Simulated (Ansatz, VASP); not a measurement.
One calculation of CsSnBr3, two programs

```
CELL_PARAMETERS angstrom
5.83901 0.00000 0.00000
0.00000 5.83901 0.00000
0.00000 0.00000 5.83901
ATOMIC_POSITIONS crystal
Cs 0.00000 0.00000 0.00000
Sn 0.50000 0.50000 0.50000
Br 0.50000 0.50000 0.00000
Br 0.50000 0.00000 0.50000
Br 0.00000 0.50000 0.50000
```

Alike in both runs: task relaxation of cell and atoms; functional PBEsol; k mesh 6 × 6 × 6; occupations gaussian, width 0.02 eV; no spin polarisation.

```csv
,VASP,Ansatz
version,VASP 6.6.1,Ansatz 0.2.0
potentials or method,"VASP PAW PBE potentials, release 64 (Cs_sv, Sn_d, Br), cutoff 500 eV","scalar-relativistic, plane waves, PAW"
valence electrons in the cell,44,44
```

Ansatz gave:

| Property | Result |
| --- | --- |
| gap on the k mesh at the Fermi level, each at its own relaxed structure (eV) | 0.22 |
| relaxed volume (Å³/atom) | 38.33 |
| relaxed cell length with the largest relative difference (Å) | 5.765 |

**Question.** Estimate VASP's values.

**Answer.** gap on the k mesh at the Fermi level, each at its own relaxed structure (eV): 0.22; relaxed volume (Å³/atom): 38.35; relaxed cell length with the largest relative difference (Å): 5.767.

VASP's potentials were made for PBE, not for PBEsol.

Spin-orbit coupling is off throughout.
